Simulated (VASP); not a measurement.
Wanted: the native input for a VASP 6.6.1 run.

| Property | Result |
| --- | --- |
| Task | single point |
| Functional | LDA |
| Potentials or basis | VASP PAW LDA potentials, release 64 (Te, Mo_sv) |
| Cutoff | 520 eV |
| k mesh | 6 × 6 × 1 |
| Occupations | gaussian, width 0.1 eV |
| Spin | no spin polarisation |
| Dipole correction | no |
| Further INCAR settings | ALGO = Normal; EDIFF = 1e-07; NBANDS = 20 |

The structure of Te2Mo lies in POSCAR:

```
Te2Mo
1.0
    3.5602328100      0.0000000000      0.0000000000
   -1.7801164050      3.0832520568      0.0000000000
    0.0000000000      0.0000000000     17.5240578200
Te Mo
2 1
Direct
    0.3333333333      0.6666666667      0.8978554500
    0.3333333333      0.6666666667      0.1021445500
    0.0000000000      0.0000000000      0.0000000000
```

One way to write it, as run:

INCAR

```
PREC = Accurate
ENCUT = 520
EDIFF = 1E-7
ISMEAR = 0
SIGMA = 0.1
LREAL = False
LASPH = True
NELM = 80
ALGO = Normal
ISIF = 2
LWAVE = False
LCHARG = True
GGA = CA
LELF = True
LVHAR = True
NBANDS = 20
```

KPOINTS

```
Automatic mesh
0
Gamma
  6 6 1
```

Potentials or basis: VASP PAW LDA potentials, release 64 (Te, Mo_sv).

The run is started by

```console
$ cat potpaw_LDA.64/Te/POTCAR potpaw_LDA.64/Mo_sv/POTCAR > POTCAR
$ mpirun -np 1 vasp_std > vasp.out
```

Results of the run:

```json
{
  "Largest force": "0.365 eV/Å",
  "Band gap on the k mesh": "1.04 eV, direct"
}
```

Caveat: spin-orbit coupling is left out, which moves the levels of the heavy elements.

It took 31 s on 1 thread of Intel(R) Xeon(R) Platinum 8488C (Sapphire Rapids) (shared host), peak memory 0.25 GiB.
